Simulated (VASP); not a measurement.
Input of a VASP 6.6.1 run:

Contents of INCAR:

```
PREC     = Accurate       # precision mode
ENCUT    = 520            # plane-wave cutoff, eV
EDIFF    = 1E-7           # SCF threshold, eV
ISMEAR   = -1             # smearing method
SIGMA    = 0.05           # smearing width, eV
LREAL    = False          # projectors in reciprocal space
LASPH    = True           # aspherical terms in the spheres
NELM     = 150            # most SCF steps
ALGO     = Normal         # electronic algorithm
ISIF     = 2              # what is computed and relaxed
LWAVE    = False          # write WAVECAR
LCHARG   = False          # write CHGCAR
ISPIN    = 2              # spin polarisation
MAGMOM   = 6 6            # initial moments
LORBIT   = 11             # projections on sites
NUPDOWN  = 12.0           # fixed moment
LMAXMIX  = 4              # l up to which the mixer works
GGA      = PS             # functional
NBANDS   = 23             # bands
```

The input KPOINTS:

```
regular mesh
0
Gamma
  9 9 5
```

Contents of POSCAR:

```
Cr
1.0
    2.7140000000      0.0000000000      0.0000000000
   -1.3570000000      2.3503929459      0.0000000000
    0.0000000000      0.0000000000      4.4100000000
Cr
2
Direct
    0.6666666667      0.3333333333      0.7500000000
    0.3333333333      0.6666666667      0.2500000000
```

Potentials or basis: VASP PAW PBE potentials, release 64 (Cr_pv).

Run with:

```bash
$ cat potpaw_PBE.64/Cr_pv/POTCAR > POTCAR
$ mpirun -np 1 vasp_std > vasp.out
```

(1) What does it give for the pressure?

## Answers

(1) 101.5 GPa.

Caveat: the cell stands under pressure; the PAW data sets were made with another functional, which shifts forces and pressure a little; the total moment is fixed, so each spin has its own Fermi level and the state may be an excited one.
